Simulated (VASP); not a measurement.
A run of VASP 6.6.1 is set up as follows.

File POSCAR:

```
CdS
1.0
    3.8410415924      0.0000000000      0.0000000000
   -1.9205207962      3.3264395960      0.0000000000
    0.0000000000      0.0000000000      6.4452705668
Cd S
2 2
Direct
    0.0000000000      0.0000000000      0.0000000000
    0.0000000000      0.0000000000      0.5000000000
    0.3333333333      0.6666666667      0.2500000000
    0.6666666667      0.3333333333      0.7500000000
```

File INCAR.step1:

```
ALGO = Normal ; EDIFF = 1E-8
ENCUT = 500 ; ISMEAR = 0
LASPH = T ; LCHARG = F
LMIXTAU = T ; LREAL = F
LWAVE = T ; METAGGA = R2SCAN
NELM = 60 ; PREC = Accurate
SIGMA = 0.01
```

The input INCAR.step2:

```
ALGO = Exact ; EDIFF = 1E-8
ENCUT = 500 ; ISMEAR = 0
ISTART = 1 ; LASPH = T
LCHARG = F ; LMIXTAU = T
LOPTICS = T ; LREAL = F
LWAVE = T ; METAGGA = R2SCAN
NBANDS = 469 ; NELM = 1
PREC = Accurate ; SIGMA = 0.01
```

File INCAR.step3:

```
ALGO = EVGW0 ; EDIFF = 1E-8
ENCUT = 500 ; ENCUTGW = 180.0
ISMEAR = 0 ; ISTART = 1
LASPH = T ; LCHARG = F
LMIXTAU = T ; LREAL = F
LWAVE = F ; METAGGA = R2SCAN
NBANDS = 469 ; NBANDSGW = 26
NELMGW = 1 ; NOMEGA = 48
PREC = Accurate ; PRECFOCK = Fast
SIGMA = 0.01
```

File KPOINTS:

```
k-points
0
Gamma
  6 6 2
```

Potentials or basis: VASP PAW PBE potentials, release 64 (Cd_GW, S_GW).

Launch:

```bash
$ cat potpaw_PBE.64/Cd_GW/POTCAR potpaw_PBE.64/S_GW/POTCAR > POTCAR
$ cp INCAR.step1 INCAR
$ mpirun -np 1 vasp_std > vasp.out
$ cp INCAR.step2 INCAR
$ mpirun -np 1 vasp_std > vasp.out
$ cp INCAR.step3 INCAR
$ mpirun -np 1 vasp_std > vasp.out
```

Question: Estimate the quasiparticle gap.

Answer: 1.61 eV.

Question: Estimate the least direct quasiparticle gap.

Answer: 1.61 eV.

Question: Predict the band gap of the starting levels on the mesh.

Answer: 1.25 eV.

Question: Estimate the least direct gap of the starting levels on the mesh.

Answer: 1.25 eV.

Caveat: the k points lie up to 0.49 Å⁻¹ apart; bands, screening cutoff and mesh are small and nothing is extrapolated, so the quasiparticle values aren't converged.
